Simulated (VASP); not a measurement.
# HgTe in VASP: further runs, part 2 of 2

VASP 6.6.1. The steps go on from the part before.

## 4. Single point, HSE06

This run uses another cell than the first one, of 35.59 Å³/atom.

File POSCAR:

```
HgTe
1.0
    0.0000000000      3.2891972858      3.2891972858
    3.2891972858      0.0000000000      3.2891972858
    3.2891972858      3.2891972858      0.0000000000
Hg Te
1 1
Direct
    0.0000000000      0.0000000000      0.0000000000
    0.2500000000      0.2500000000      0.2500000000
```

File INCAR.step1:

```
PREC     = Accurate       # precision mode
ENCUT    = 520            # plane-wave cutoff, eV
EDIFF    = 1E-5           # SCF threshold, eV
ISMEAR   = -1             # smearing method
SIGMA    = 0.02           # smearing width, eV
LREAL    = False          # projectors in reciprocal space
LASPH    = True           # aspherical terms in the spheres
NELM     = 60             # most SCF steps
ALGO     = Normal         # electronic algorithm
ISIF     = 2              # what is computed and relaxed
LWAVE    = True           # write WAVECAR
LCHARG   = False          # write CHGCAR
NBANDS   = 16             # bands
GGA      = PE             # functional
```

File INCAR.step2:

```
PREC     = Accurate       # precision mode
ENCUT    = 520            # plane-wave cutoff, eV
EDIFF    = 1E-7           # SCF threshold, eV
ISMEAR   = -1             # smearing method
SIGMA    = 0.02           # smearing width, eV
LREAL    = False          # projectors in reciprocal space
LASPH    = True           # aspherical terms in the spheres
NELM     = 60             # most SCF steps
ALGO     = Normal         # electronic algorithm
ISIF     = 2              # what is computed and relaxed
LWAVE    = False          # write WAVECAR
LCHARG   = False          # write CHGCAR
GGA      = PE             # functional
LHFCALC  = True           # exact exchange
HFSCREEN = 0.2079         # screening, 1/A
PRECFOCK = Normal       
NBANDS   = 16             # bands
ISTART   = 1
```

File KPOINTS:

```
regular mesh
0
Gamma
  4 4 4
```

Launch:

```sh
$ cat potpaw_PBE.64/Hg/POTCAR potpaw_PBE.64/Te/POTCAR > POTCAR
$ cp INCAR.step1 INCAR
$ mpirun -np 1 vasp_std > vasp.out
$ cp INCAR.step2 INCAR
$ mpirun -np 1 vasp_std > vasp.out
```

Run time: 13 min. Hardware: 1 thread of AMD EPYC 9R45 (Zen 5), shared host; peak memory 0.29 GiB.

Results (log left out):

```yaml
Free_energy: -4.6685 eV
Pressure: 0.1 GPa
Band_gap_on_the_k_mesh: zero (filled and empty bands touch)
```

Levels at points of the mesh, in eV from the Fermi level:
| k point | band 6 | band 7 | band 8 | band 9 | band 10 | band 11 | band 12 | band 13 |
| --- | --- | --- | --- | --- | --- | --- | --- | --- |
| (0.00, 0.00, 0.00) | -7.72 | -0.27 | -0.01 | -0.01 | -0.01 | 5.06 | 5.06 | 5.06 |
| (0.50, 0.00, 0.00) | -7.39 | -5.54 | -0.98 | -0.98 | 1.34 | 5.85 | 5.85 | 7.68 |
| (0.50, 0.50, 0.00) | -7.24 | -5.56 | -2.24 | -2.24 | 2.59 | 3.20 | 9.02 | 9.77 |

Caveat: the k points lie up to 0.41 Å⁻¹ apart; the PAW data sets were made with another functional, which shifts forces and pressure a little; spin-orbit coupling is left out, which moves the levels of the heavy elements.

## 5. Single point, HSE06 (strain +3.9%)

File POSCAR:

```
HgTe
1.0
    0.0000000000      3.4171470602      3.4171470602
    3.4171470602      0.0000000000      3.4171470602
    3.4171470602      3.4171470602      0.0000000000
Hg Te
1 1
Direct
    0.0000000000      0.0000000000      0.0000000000
    0.2500000000      0.2500000000      0.2500000000
```

File INCAR.step1:

```
SYSTEM = HgTe
PREC = Accurate
ENCUT = 520
EDIFF = 1E-5
ISMEAR = -1
SIGMA = 0.02
LREAL = .False.
LASPH = .True.
NELM = 80
ALGO = Normal
ISIF = 2
LWAVE = .True.
LCHARG = .False.
NBANDS = 16
GGA = PE
```

File INCAR.step2:

```
SYSTEM = HgTe
PREC = Accurate
ENCUT = 520
EDIFF = 1E-6
ISMEAR = -1
SIGMA = 0.02
LREAL = .False.
LASPH = .True.
NELM = 80
ALGO = Normal
ISIF = 2
LWAVE = .False.
LCHARG = .False.
GGA = PE
LHFCALC = .True.
HFSCREEN = 0.2079
PRECFOCK = Normal
NBANDS = 16
ISTART = 1
```

File KPOINTS:

```
regular mesh
0
Gamma
  4 4 4
  0 0 0
```

Potentials or basis: VASP PAW PBE potentials, release 64 (Hg, Te).

Launch:

```sh
$ cat potpaw_PBE.64/Hg/POTCAR potpaw_PBE.64/Te/POTCAR > POTCAR
$ cp INCAR.step1 INCAR
$ mpirun -np 1 vasp_std > vasp.out
$ cp INCAR.step2 INCAR
$ mpirun -np 1 vasp_std > vasp.out
```

OUTCAR:

```text
SYSTEM = HgTe
   PREC = Accurate
   ENCUT = 520
   EDIFF = 1E-6
   ISMEAR = -1
   LREAL = .False.
   LASPH = .True.
   NELM = 80
   ISIF = 2
   GGA = PE
   LHFCALC = .True.
   HFSCREEN = 0.2079
   PRECFOCK = Normal
   ISTART = 1

 ion  position               nearest neighbor table
   1  0.000  0.000  0.000-   2 2.96   2 2.96   2 2.96   2 2.96
   2  0.250  0.250  0.250-   1 2.96   1 2.96   1 2.96   1 2.96

  LATTYP: Found a face centered cubic cell.
 ALAT       =     6.8342941204

  Lattice vectors:
[... 327 lines left out ...]

------------------------ aborting loop because EDIFF is reached ----------------------------------------

  FORCE on cell =-STRESS in cart. coord.  units (eV):
  Direction    XX          YY          ZZ          XY          YZ          ZX
  --------------------------------------------------------------------------------------
  -------------------------------------------------------------------------------------
  Total       -1.6931728     -1.6931728     -1.6931728      0.0000000      0.0000000      0.0000000
  in kB      -33.9931075    -33.9931075    -33.9931075      0.0000000      0.0000000      0.0000000
  external PRESSURE =     -33.9931075 kB  Pullay stress =       0.0000000 kB

 VOLUME and BASIS-vectors are now :
 -----------------------------------------------------------------------------
  energy-cutoff  :      520.00
  volume of cell :       79.80
      direct lattice vectors                 reciprocal lattice vectors
     0.000000000  3.417147060  3.417147060    -0.146320890  0.146320890  0.146320890
     3.417147060  0.000000000  3.417147060     0.146320890 -0.146320890  0.146320890
     3.417147060  3.417147060  0.000000000     0.146320890  0.146320890 -0.146320890

 POSITION                                       TOTAL-FORCE (eV/Angst)
 -----------------------------------------------------------------------------------
      0.00000      0.00000      0.00000         0.000000      0.000000      0.000000
      1.70857      1.70857      1.70857        -0.000000     -0.000000     -0.000000
 -----------------------------------------------------------------------------------
    total drift:                               -0.000025     -0.000021     -0.000017

  FREE ENERGIE OF THE ION-ELECTRON SYSTEM (eV)
  ---------------------------------------------------
  free  energy   TOTEN  =        -4.5703533855 eV

  energy  without entropy=       -4.5691599213  energy(sigma->0) =       -4.56975665
```

OUTCAR.step1:

```text
SYSTEM = HgTe
   PREC = Accurate
   ENCUT = 520
   EDIFF = 1E-5
   ISMEAR = -1
   LREAL = .False.
[... 354 lines left out ...]
      0.00000      0.00000      0.00000         0.000000      0.000000      0.000000
      1.70857      1.70857      1.70857        -0.000000     -0.000000     -0.000000
 -----------------------------------------------------------------------------------
    total drift:                               -0.000000     -0.000000     -0.000000

  FREE ENERGIE OF THE ION-ELECTRON SYSTEM (eV)
  ---------------------------------------------------
  free  energy   TOTEN  =        -3.5416094443 eV

  energy  without entropy=       -3.5404159796  energy(sigma->0) =       -3.54101271
```

OSZICAR.step1:

```text
N       E                     dE             d eps       ncg     rms          rms(c)
DAV:   1     0.109208346493E+03    0.10921E+03   -0.76706E+03   256   0.942E+02
DAV:   2     0.962230613811E-01   -0.10911E+03   -0.10144E+03   304   0.225E+02
DAV:   3    -0.371093958772E+01   -0.38072E+01   -0.37976E+01   304   0.443E+01
DAV:   4    -0.374537201148E+01   -0.34432E-01   -0.34430E-01   376   0.387E+00
DAV:   5    -0.374546338611E+01   -0.91375E-04   -0.91374E-04   336   0.196E-01    0.530E+00
DAV:   6    -0.354687733089E+01    0.19859E+00   -0.39466E-01   304   0.736E+00    0.440E+00
DAV:   7    -0.354148940868E+01    0.53879E-02   -0.78989E-02   288   0.179E+00    0.189E+00
DAV:   8    -0.354147124213E+01    0.18167E-04   -0.73076E-03   304   0.912E-01    0.372E-01
DAV:   9    -0.354155511005E+01   -0.83868E-04   -0.71447E-04   304   0.272E-01    0.695E-02
DAV:  10    -0.354159308351E+01   -0.37973E-04   -0.90667E-05   304   0.794E-02    0.380E-02
DAV:  11    -0.354160897150E+01   -0.15888E-04   -0.21582E-05   288   0.280E-02    0.125E-02
DAV:  12    -0.354160944429E+01   -0.47278E-06   -0.30809E-06   240   0.106E-02
   1 F= -.35416094E+01 E0= -.35410127E+01  d E =-.119346E-02
```

Wall time 6.7 min (1 thread of AMD EPYC 9R45 (Zen 5), shared host); peak memory 0.29 GiB.

What came out:

| Item | Value |
| --- | --- |
| Free energy | -4.5704 eV |
| Pressure | -3.4 GPa |
| Band gap on the k mesh | zero (filled and empty bands touch) |

Levels at points of the mesh, in eV from the Fermi level:
| k point | band 7 | band 8 | band 9 | band 10 | band 11 | band 12 |
| --- | --- | --- | --- | --- | --- | --- |
| (0.00, 0.00, 0.00) | -0.57 | -0.01 | -0.01 | -0.01 | 5.22 | 5.22 |
| (0.50, 0.00, 0.00) | -4.82 | -0.78 | -0.78 | 1.29 | 5.92 | 5.92 |
| (0.50, 0.50, 0.00) | -4.93 | -1.79 | -1.79 | 2.54 | 3.46 | 8.58 |

Caveat: the k points lie up to 0.40 Å⁻¹ apart; the cell differs from its parent crystal (strain +3.9%); the PAW data sets were made with another functional, which shifts forces and pressure a little; spin-orbit coupling is left out, which moves the levels of the heavy elements.

## 6. Overview

```tsv
level	cell	k mesh	grid for exact exchange (PRECFOCK)	share of exact exchange	screening parameter	gap on the mesh (eV)	pressure (GPa)
PBE	a = 4.605, b = 4.652 Å, angles 59.7, 60.7, 59.7°, 2 atoms	6 × 6 × 6	-	-	-	0.06	2.2
r2SCAN	a = 4.833 Å, angles 60.0°, 2 atoms	6 × 6 × 6	-	-	-	none	-3.4
HSE06	a = 4.652 Å, angles 60.0°, 2 atoms	4 × 4 × 4	Normal	0.25	0.2079 1/Å	none	0.1
HSE06	a = 4.833 Å, angles 60.0°, 2 atoms	4 × 4 × 4	Normal	0.25	0.2079 1/Å	none	-3.4
```

Alike in all rows: task single point; potentials or basis VASP PAW PBE potentials, release 64 (Hg, Te); no spin polarisation; cutoff (eV) 520; smearing fermi-dirac 0.02 eV.

Caveats: some runs use coarse meshes; spin-orbit coupling is left out, which moves the levels of the heavy elements; the PAW data sets were made with another functional, which shifts forces and pressure a little (at least some runs); the cell stands under tension (at least some runs); semilocal functionals underestimate gaps, and a narrow one can read as zero (at least some runs).

Total energies depend on the potentials used, so only differences within one code and one set of settings carry meaning.
